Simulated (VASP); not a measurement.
Runs of VASP 6.6.1 on As. The structure is that of space group P6/mmm (No. 191), or close to it. The cells are those of the table. 

```tsv
task	cell	k mesh	cutoff (eV)	gap on the mesh (eV)	pressure (GPa)
single point	a = 4.935, b = 4.935, c = 2.872 Å, angles 90.0, 90.0, 120.0°, 3 atoms	9 × 9 × 13	520	none	(a)
single point	a = 4.875, b = 4.875, c = 2.837 Å, angles 90.0, 90.0, 120.0°, 3 atoms	9 × 9 × 13	520	none	-5.7
single point	a = 4.814, b = 4.814, c = 2.802 Å, angles 90.0, 90.0, 120.0°, 3 atoms	9 × 9 × 13	520	none	(b)
single point	a = 4.554, b = 4.554, c = 2.650 Å, angles 90.0, 90.0, 120.0°, 3 atoms	9 × 9 × 13	520	none	17.0
single point	a = 4.752, b = 4.752, c = 2.765 Å, angles 90.0, 90.0, 120.0°, 3 atoms	8 × 8 × 11	520	none	0.3
relaxation of cell and atoms	relaxed from a = 4.694, b = 4.694, c = 2.877 Å, angles 90.0, 90.0, 120.0°, 3 atoms	8 × 8 × 11	600	none	0.0
single point	a = 4.622, b = 4.622, c = 2.690 Å, angles 90.0, 90.0, 120.0°, 3 atoms	9 × 9 × 13	520	none	10.4
```

Alike in all rows: level LDA; potentials or basis VASP PAW LDA potentials, release 64 (As); no spin polarisation; smearing fermi-dirac 0.1 eV.

Problem. Fill in the values left out.

Solution. (a) -8.0; (b) -2.9.

A k mesh can miss the band edges, and the runs leave out spin-orbit coupling on As.

A gap of «none» marks levels without a gap at the run's occupations.
